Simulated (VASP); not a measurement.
# BN (Fm-3m) in VASP: G0W0 quasiparticle levels with PBE

Aim: the G0W0 quasiparticle levels of BN with PBE.

All numbers are computed with VASP 6.6.1; they aren't measurements. Logs are shortened: lines on timing, memory, paths and dates and some standing lists are left out, and cuts for length are marked.

## Step 1: The cell of the first run

Symmetry: Fm-3m, No. 225, cubic system. The conventional cell has a = 3.492 Å, b = 3.492 Å, c = 3.492 Å, α = 90.00°, β = 90.00°, γ = 90.00°. Within 2.3 Å of B (site symmetry m-3m) lie 6 N at 1.75 Å. N (site symmetry m-3m) has 6 B at 1.75 Å within 2.3 Å.

## Step 2: G0W0 quasiparticle levels, PBE

File POSCAR:

```
BN
1.0
    0.0000000000      1.7458259515      1.7458259515
    1.7458259515      0.0000000000      1.7458259515
    1.7458259515      1.7458259515      0.0000000000
B N
1 1
Direct
    0.0000000000      0.0000000000      0.0000000000
    0.5000000000      0.5000000000      0.5000000000
```

File INCAR.step1:

```
ALGO = Normal ; EDIFF = 1E-8
ENCUT = 500 ; GGA = PE
ISMEAR = 0 ; LASPH = T
LCHARG = F ; LREAL = F
LWAVE = T ; NELM = 100
PREC = Accurate ; SIGMA = 0.01
```

File INCAR.step2:

```
ALGO = Exact ; EDIFF = 1E-8
ENCUT = 500 ; GGA = PE
ISMEAR = 0 ; ISTART = 1
LASPH = T ; LCHARG = F
LOPTICS = T ; LREAL = F
LWAVE = T ; NBANDS = 34
NELM = 1 ; PREC = Accurate
SIGMA = 0.01
```

File INCAR.step3:

```
ALGO = EVGW0 ; EDIFF = 1E-8
ENCUT = 500 ; ENCUTGW = 80.0
GGA = PE ; ISMEAR = 0
ISTART = 1 ; LASPH = T
LCHARG = F ; LREAL = F
LWAVE = F ; NBANDS = 34
NBANDSGW = 12 ; NELMGW = 1
NOMEGA = 48 ; PREC = Accurate
PRECFOCK = Fast ; SIGMA = 0.01
```

File KPOINTS:

```
k-points
0
Gamma
  10 10 10
```

Potentials or basis: VASP PAW PBE potentials, release 64 (B_GW, N_GW).

Started as:

```console
$ cat potpaw_PBE.64/B_GW/POTCAR potpaw_PBE.64/N_GW/POTCAR > POTCAR
$ cp INCAR.step1 INCAR
$ mpirun -np 1 vasp_std > vasp.out
$ cp INCAR.step2 INCAR
$ mpirun -np 1 vasp_std > vasp.out
$ cp INCAR.step3 INCAR
$ mpirun -np 1 vasp_std > vasp.out
```

OUTCAR:

```text
EDIFF = 1E-8
   ENCUT = 500
   ENCUTGW = 80.0
   GGA = PE
   ISMEAR = 0
   ISTART = 1
   LASPH = T
   LREAL = F
   NELMGW = 1
   PREC = Accurate
   PRECFOCK = Fast

 ion  position               nearest neighbor table
   1  0.000  0.000  0.000-   2 1.75   2 1.75   2 1.75   2 1.75   2 1.75   2 1.75
   2  0.500  0.500  0.500-   1 1.75   1 1.75   1 1.75   1 1.75   1 1.75   1 1.75

  LATTYP: Found a face centered cubic cell.
 ALAT       =     3.4916519030

  Lattice vectors:

 A1 = (   0.0000000000,   1.7458259515,   1.7458259515)
 A2 = (   1.7458259515,   0.0000000000,   1.7458259515)
 A3 = (   1.7458259515,   1.7458259515,   0.0000000000)

Analysis of symmetry for initial positions (statically):
=====================================================================
 Subroutine PRICEL returns:
 Original cell was already a primitive cell.

 Routine SETGRP: Setting up the symmetry group for a
 face centered cubic supercell.

 Subroutine GETGRP returns: Found 48 space group operations
 (whereof 48 operations were pure point group operations)
 out of a pool of 48 trial point group operations.

The static configuration has the point symmetry O_h .

Analysis of symmetry for dynamics (positions and initial velocities):
=====================================================================
 Subroutine PRICEL returns:
 Original cell was already a primitive cell.

 Routine SETGRP: Setting up the symmetry group for a
 face centered cubic supercell.

 Subroutine GETGRP returns: Found 48 space group operations
 (whereof 48 operations were pure point group operations)
 out of a pool of 48 trial point group operations.

The dynamic configuration has the point symmetry O_h .

 Subroutine INISYM returns: Found 48 space group operations
 (whereof 48 operations are pure point group operations),
 and found     1 'primitive' translations

----------------------------------------------------------------------------------------

                                     Primitive cell

  volume of cell :      10.6422

  direct lattice vectors                    reciprocal lattice vectors
     0.000000000  1.745825952  1.745825952    -0.286397392  0.286397392  0.286397392
     1.745825952  0.000000000  1.745825952     0.286397392 -0.286397392  0.286397392
     1.745825952  1.745825952  0.000000000     0.286397392  0.286397392 -0.286397392

  length of vectors
     2.468970738  2.468970738  2.468970738     0.496054835  0.496054835  0.496054835

  position of ions in fractional coordinates (direct lattice)
     0.000000000  0.000000000  0.000000000
     0.500000000  0.500000000  0.500000000

  ion indices of the primitive-cell ions
   primitive index   ion index
                 1           1
                 2           2

----------------------------------------------------------------------------------------

 KPOINTS: k-points

Automatic generation of k-mesh.
 Grid dimensions read from file:
 generate k-points for:   10   10   10

 Generating k-lattice:

  Cartesian coordinates                     Fractional coordinates (reciprocal lattice)
    -0.028639739  0.028639739  0.028639739     0.100000000  0.000000000  0.000000000
     0.028639739 -0.028639739  0.028639739     0.000000000  0.100000000  0.000000000
     0.028639739  0.028639739 -0.028639739     0.000000000  0.000000000  0.100000000

  Length of vectors
     0.049605483  0.049605483  0.049605483

  Shift w.r.t. Gamma in fractional coordinates (k-lattice)
     0.000000000  0.000000000  0.000000000

 Subroutine IBZKPT returns following result:
 ===========================================

 Found     47 irreducible k-points:

 Following reciprocal coordinates:
            Coordinates               Weight
  0.000000  0.000000  0.000000      1.000000
  0.100000  0.000000  0.000000      8.000000
  0.200000  0.000000  0.000000      8.000000
  0.300000  0.000000  0.000000      8.000000
  0.400000  0.000000  0.000000      8.000000
  0.500000  0.000000  0.000000      4.000000
[... 16 lines left out ...]
  0.300000  0.300000  0.000000      6.000000
  0.400000  0.300000  0.000000     24.000000
 [... further k-points ...]
   k-points           NKPTS =     47   k-points in BZ     NKDIM =   1000   number of bands    NBANDS=     34
   number of dos      NEDOS =    301   number of ions     NIONS =      2
   total plane-waves  NPLWV =   5832
   dimension x,y,z NGX =    18 NGY =   18 NGZ =   18
   dimension x,y,z NGXF=    36 NGYF=   36 NGZF=   36
   ions per type =               1   1
   NGX,Y,Z   is equivalent  to a cutoff of  12.12, 12.12, 12.12 a.u.
   NGXF,Y,Z  is equivalent  to a cutoff of  24.24, 24.24, 24.24 a.u.
 SYSTEM =  unknown system
   PREC   = accura    normal or accurate (medium, high low for compatibility)
   ISTART =      1    job   : 0-new  1-cont  2-samecut
   ICHARG =      0    charge: 1-file 2-atom 10-const
   ISPIN  =      1    spin polarized calculation?
   LNONCOLLINEAR =      F non collinear calculations
   LSORBIT =      F    spin-orbit coupling
   LASPH  =      T    aspherical Exc in radial PAW
   ENCUT  =  500.0 eV  36.75 Ry    6.06 a.u.   4.50  4.50  4.50*2*pi/ulx,y,z
   NELM   =     60;   NELMIN=  2; NELMDL=  0     # of ELM steps
   EDIFF  = 0.1E-07   stopping-criterion for ELM
   LREAL  =      F    real-space projection
   EDIFFG = 0.1E-06   stopping-criterion for IOM
   NSW    =      0    number of steps for IOM
   IBRION =     -1    ionic relax: 0-MD 1-quasi-New 2-CG
   NFREE  =      0    steps in history (QN), initial steepest desc. (CG)
   ISIF   =      0    stress and relaxation
   ISYM   =      3    0-nonsym 1-usesym 2-fastsym
   POTIM  = 0.5000    time-step for ionic-motion
   TEBEG  =    0.0;   TEEND  =   0.0 temperature during run
   PSTRESS=    0.0 pullay stress
   NELECT =       8.0000    total number of electrons
   NUPDOWN=      -1.0000    fix difference up-down
   EMIN   =  10.00;   EMAX   =-10.00  energy-range for DOS
   EFERMI =   0.00;   METHOD = LEGACY
   ISMEAR =     0;   SIGMA  =   0.01  broadening in eV -4-tet -1-fermi 0-gaus
   EFERMI_NEDOS =   21; number of points for ismear=-14 and -15
   IALGO  =     38    algorithm
   IMIX   =      4    mixing-type and parameters
     AMIX     =   0.40;   BMIX     =  1.00
     AMIX_MAG =   1.60;   BMIX_MAG =  1.00
  volume/ion in A,a.u.               =       5.32        35.91
  Fermi-wavevector in a.u.,A,eV,Ry     =   1.488540  2.812933 30.147133  2.215752
  Thomas-Fermi vector in A             =   2.601562
   LORBIT       =      0    0 simple, 1 ext, 2 COOP (PROOUT), +10 PAW based schemes
   GGA     = PE    functional components
   LHFCALC =     T    Hartree Fock is set to
   PRECFOCK=fast      Normal, Fast or Accurate (Low or Medium for compatibility)
   ENCUT4O =  -1.0   cutoff for four orbital integrals eV
   NKREDX  =     1    reduce k-point grid by
   NKREDY  =     1    reduce k-point grid by
   NKREDZ  =     1    reduce k-point grid by
   AEXX    =    1.0000 exact exchange contribution
   HFSCREEN=    0.0000 screening length (either q_TF or 0.3 A-1)
   HFSCREENC=   0.0000 screening length for correlation (either q_TF or 0.3 A-1)
   ENCUTFOCK=  -1.0 apply spherical cutoff to Coloumb kernel
   IVDW    =     0    specifies the selected vdW correction
   LEPSILON=     F    determine dielectric tensor
   LRPA    =     F    only Hartree local field effects (RPA)
   LRPAFORCE           =     F    calculate RPA forces
   ENCUTGW             =  80.0    cutoff for response function in eV
   ENCUTGWSOFT         =  64.0    soft cutoff for Coulomb kernel in GW response function in eV
   ENCUTLF             =  -1.0    cutoff for local field effects
   NELMGW              =     1    number of iterations in solving QP/BSE equation
   NELMHF              =     1    number of iterations in the inner HF iteration
   NKREDLFX            =     1    NKREDLFY  =   1   NKREDLFZ  =   1
 non-spin polarized calculation
 Gauss-broadening in eV      SIGMA  =   0.01
  energy-cutoff  :      500.00
  volume of cell :       10.64
 maximum number of plane-waves:       283
 NGX is ok and might be reduce to    18
  NGX = 12; NGY = 12; NGZ = 12
   NGX =  9   NGY =  9   NGZ =  9
 maximum number of plane-waves:        22
 NGX is ok and might be reduce to    10

 QP shifts <psi_nk| G(iteration)W_0 |psi_nk>: iteration 1
 for sc-GW calculations column KS-energies equals QP-energies in previous step
 and V_xc(KS)=  KS-energies - (<T + V_ion + V_H > + <T+V_H+V_ion>^1  + <V_x>^1)

 k-point   1 :       0.0000    0.0000    0.0000
  band No.  KS-energies  QP-energies   sigma(KS)   V_xc(KS)     V^pw_x(r,r')   Z            occupation Imag(sigma)

      1     -12.0382     -13.2593     -16.9726     -15.3643     -26.4602       0.7593       2.0000       1.9592
      2       9.5891       9.6553     -17.5728     -17.6557     -20.9457       0.7979       2.0000       0.1372
      3       9.5891       9.6553     -17.5728     -17.6557     -20.9457       0.7979       2.0000       0.1372
      4       9.5891       9.6553     -17.5728     -17.6557     -20.9457       0.7979       2.0000       0.1372
      5      19.6873      20.6946     -15.6774     -16.9677      -9.6338       0.7806       0.0000      -0.2300
      6      22.5545      23.8513     -13.0981     -14.7919      -5.6418       0.7656       0.0000      -0.3943
      7      22.5545      23.8513     -13.0981     -14.7919      -5.6418       0.7656       0.0000      -0.3943
      8      22.5545      23.8513     -13.0981     -14.7919      -5.6418       0.7656       0.0000      -0.3943
      9      29.0681      29.8722     -11.9494     -12.9129      -5.9721       0.8345       0.0000      -0.3570
     10      29.0681      29.8722     -11.9494     -12.9129      -5.9721       0.8345       0.0000      -0.3570
     11      29.0681      29.8722     -11.9494     -12.9129      -5.9721       0.8345       0.0000      -0.3570
     12      34.6747      35.1228     -10.3725     -10.9267      -3.0141       0.8085       0.0000      -0.5850

 k-point   2 :       0.1000    0.0000    0.0000
  band No.  KS-energies  QP-energies   sigma(KS)   V_xc(KS)     V^pw_x(r,r')   Z            occupation Imag(sigma)
[... 353 lines left out ...]
      1      -7.3715      -8.3036     -17.1878     -15.9602     -25.6513       0.7593       2.0000       1.3400
      2       2.7355       2.2550     -17.1484     -16.5261     -22.2607       0.7721       2.0000       0.3316
      3       5.1793       4.8558     -16.4664     -16.0534     -20.5011       0.7832       2.0000       0.2046
      4       5.7880       5.5243     -16.6505     -16.3146     -20.6143       0.7851       2.0000       0.1886
      5      12.9578      13.6365     -13.2542     -14.0912      -8.8751       0.8109       0.0000      -0.0858
      6      21.1378      21.8180     -12.0412     -12.8599      -6.6238       0.8308       0.0000      -0.1498
      7      23.5720      25.0456     -14.0345     -15.9599      -6.7213       0.7654       0.0000      -0.4148
      8      24.0340      25.4468     -14.1183     -15.9575      -6.8450       0.7681       0.0000      -0.4135
      9      25.3120      26.9015     -15.0614     -17.1622      -7.4045       0.7566       0.0000      -0.5240
     10      42.4828      43.6585     -11.4550     -12.8768      -3.1502       0.8270       0.0000      -1.7077
     11      43.5776      45.1166     -12.6356     -14.4283      -5.2629       0.8584       0.0000      -1.7627
     12      44.8938      46.2624     -11.7272     -13.3766      -3.8928       0.8297       0.0000      -1.6262

 [... further k-points ...]
```

Run time: 9.1 min. Hardware: 1 thread of Intel Xeon Platinum 8259CL at 2.50GHz (Skylake/Cascade Lake), shared host; peak memory 0.61 GiB.

Results:

- Quasiparticle gap: 1.70 eV
- Least direct quasiparticle gap: 6.68 eV
- Band gap of the starting levels on the mesh: 1.34 eV
- Least direct gap of the starting levels on the mesh: 5.85 eV

Caveat: bands, screening cutoff and mesh are small and nothing is extrapolated, so the quasiparticle values aren't converged; the structure was generated, so it needn't be the stable form of BN.
